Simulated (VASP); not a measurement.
Here is a VASP 6.6.1 calculation.

POSCAR

```
LiSi64
1.0
   10.8655790000      0.0000000000      0.0000000000
    0.0000000000     10.8655790000      0.0000000000
    0.0000000000      0.0000000000     10.8655790000
Si Li
64 1
Direct
    0.9994200000      0.9993700000      0.9996600000
    0.9988600000      0.9988300000      0.4988900000
    0.9988700000      0.4986500000      0.9990700000
    0.9997400000      0.5001800000      0.5004500000
    0.4987000000      0.9988200000      0.9990700000
    0.5002500000      0.9996600000      0.5004700000
    0.5002500000      0.5001800000      0.9999300000
    0.5050300000      0.5050100000      0.5052600000
    0.1244500000      0.1243100000      0.1246100000
    0.1215100000      0.1213000000      0.6282000000
    0.1215100000      0.6279400000      0.1215700000
    0.1247700000      0.6250300000      0.6253300000
    0.6281300000      0.1213100000      0.1215900000
    0.6251800000      0.1246400000      0.6253300000
    0.6251500000      0.6250000000      0.1249700000
    0.6292000000      0.6289900000      0.6292700000
    0.2489600000      0.2488900000      0.9996200000
    0.2454500000      0.2454100000      0.5041400000
    0.2502000000      0.7503600000      0.9989800000
    0.2493000000      0.7496800000      0.5003900000
    0.7504300000      0.2501100000      0.9989900000
    0.7497600000      0.2492300000      0.5004000000
    0.7497500000      0.7497000000      0.9999900000
    0.7509500000      0.7508800000      0.4992900000
    0.3747000000      0.3745300000      0.1234400000
    0.3751400000      0.3750200000      0.6262400000
    0.3748200000      0.8745400000      0.1253200000
    0.3750300000      0.8747700000      0.6247800000
    0.8746800000      0.3746700000      0.1253200000
    0.8749500000      0.3748500000      0.6247800000
    0.8748900000      0.8747100000      0.1248500000
    0.8751800000      0.8750600000      0.6255600000
    0.2489800000      0.9993100000      0.2491700000
    0.2502600000      0.9987200000      0.7505700000
    0.2455000000      0.5038600000      0.2456400000
    0.2493200000      0.5001100000      0.7499700000
    0.7504400000      0.9987200000      0.2503800000
    0.7498200000      0.9996600000      0.7499900000
    0.7498300000      0.5001000000      0.2495000000
    0.7509700000      0.4990000000      0.7511100000
    0.3746700000      0.1231600000      0.3748300000
    0.3747900000      0.1250700000      0.8748200000
    0.3751100000      0.6259500000      0.3752900000
    0.3750000000      0.6245300000      0.8750800000
    0.8746300000      0.1250800000      0.3749700000
    0.8749000000      0.1245800000      0.8750000000
    0.8749400000      0.6245300000      0.3751600000
    0.8751200000      0.6253000000      0.8753400000
    0.9994900000      0.2488600000      0.2491700000
    0.9989300000      0.2500700000      0.7505400000
    0.9989200000      0.7502700000      0.2503500000
    0.9997900000      0.7496900000      0.7499900000
    0.5040200000      0.2453300000      0.2456200000
    0.5002400000      0.2492100000      0.7499500000
    0.5002400000      0.7496700000      0.2495000000
    0.4992000000      0.7507900000      0.7510900000
    0.1232800000      0.3746200000      0.3748400000
    0.1251200000      0.3747200000      0.8748300000
    0.1251100000      0.8745600000      0.3749900000
    0.1246300000      0.8748200000      0.8750200000
    0.6260600000      0.3750600000      0.3753000000
    0.6245900000      0.3749000000      0.8751000000
    0.6245800000      0.8748600000      0.3751600000
    0.6253400000      0.8750800000      0.8753500000
    0.3747500000      0.3744700000      0.3748300000
```

INCAR.step1

```
  ALGO = Normal
  EDIFF = 1E-5
  ENCUT = 650
  GGA = PE
  GGA_COMPAT = False
  ISIF = 2
  ISMEAR = -1
  LASPH = True
  LREAL = Auto
  LWAVE = True
  NBANDS = 168
  NCORE = 4
  NELECT = 258.0
  NELM = 120
  PREC = Accurate
  SIGMA = 0.05
```

File INCAR.step2:

```
  ALGO = Normal
  EDIFF = 1E-6
  ENCUT = 650
  GGA = PE
  GGA_COMPAT = False
  HFSCREEN = 0.2079
  ISIF = 2
  ISMEAR = -1
  ISTART = 1
  LASPH = True
  LCHARG = True
  LELF = True
  LHFCALC = True
  LREAL = Auto
  LVHAR = True
  LWAVE = False
  NBANDS = 168
  NCORE = 4
  NELECT = 258.0
  NELM = 120
  PREC = Accurate
  PRECFOCK = Fast
  SIGMA = 0.05
```

File KPOINTS:

```
k-points
0
Gamma
  1 1 1
```

Potentials or basis: VASP PAW PBE potentials, release 64 (Si, Li_sv).

The run is started by

```console
$ cat potpaw_PBE.64/Si/POTCAR potpaw_PBE.64/Li_sv/POTCAR > POTCAR
$ cp INCAR.step1 INCAR
$ mpirun -np 4 vasp_gam > vasp.out
$ cp INCAR.step2 INCAR
$ mpirun -np 4 vasp_gam > vasp.out
```

Estimate the largest force.

0.227 eV/Å.

Forces in eV/Å, atoms in the order of the input:
```
Si   0.031  0.029  0.028
Si   0.028  0.025  0.070
Si   0.026  0.069  0.025
Si   0.015  0.019  0.021
Si   0.071  0.025  0.026
Si   0.020  0.015  0.019
Si   0.020  0.018  0.016
Si  -0.127 -0.134 -0.133
Si  -0.031 -0.032 -0.031
Si  -0.014 -0.013 -0.037
Si  -0.015 -0.038 -0.013
Si  -0.030 -0.026 -0.026
Si  -0.040 -0.013 -0.012
Si  -0.030 -0.028 -0.027
Si  -0.026 -0.025 -0.032
Si  -0.041 -0.037 -0.038
Si   0.037  0.036  0.013
Si   0.085  0.080 -0.057
Si   0.021  0.025  0.029
Si   0.036  0.033  0.021
Si   0.027  0.019  0.029
Si   0.034  0.036  0.020
Si   0.033  0.033  0.025
Si   0.024  0.023  0.057
Si  -0.014 -0.012 -0.026
Si  -0.013 -0.012  0.008
Si  -0.033 -0.020 -0.035
Si  -0.036 -0.025 -0.023
Si  -0.019 -0.030 -0.036
Si  -0.025 -0.032 -0.023
Si  -0.030 -0.028 -0.024
Si  -0.030 -0.028 -0.066
Si   0.037  0.014  0.036
Si   0.017  0.027  0.027
Si   0.083 -0.054  0.080
Si   0.038  0.021  0.031
Si   0.027  0.028  0.019
Si   0.033  0.030  0.032
Si   0.031  0.022  0.038
Si   0.023  0.058  0.025
Si  -0.014 -0.025 -0.012
Si  -0.030 -0.035 -0.020
Si  -0.011  0.009 -0.010
Si  -0.034 -0.024 -0.025
Si  -0.020 -0.036 -0.032
Si  -0.032 -0.025 -0.028
Si  -0.024 -0.023 -0.034
Si  -0.027 -0.063 -0.028
Si   0.013  0.037  0.036
Si   0.026  0.020  0.028
Si   0.027  0.026  0.021
Si   0.028  0.034  0.030
Si  -0.052  0.082  0.081
Si   0.021  0.035  0.032
Si   0.018  0.033  0.036
Si   0.058  0.025  0.025
Si  -0.028 -0.016 -0.014
Si  -0.034 -0.031 -0.019
Si  -0.033 -0.021 -0.032
Si  -0.023 -0.031 -0.028
Si   0.004 -0.013 -0.011
Si  -0.022 -0.033 -0.026
Si  -0.021 -0.027 -0.032
Si  -0.060 -0.030 -0.029
Li   0.029  0.035  0.031
```

Caveat: the k points lie up to 0.58 Å⁻¹ apart; the cell carries a net charge on a neutralising background, which shifts energy and pressure; the PAW data sets were made with another functional, which shifts forces and pressure a little.
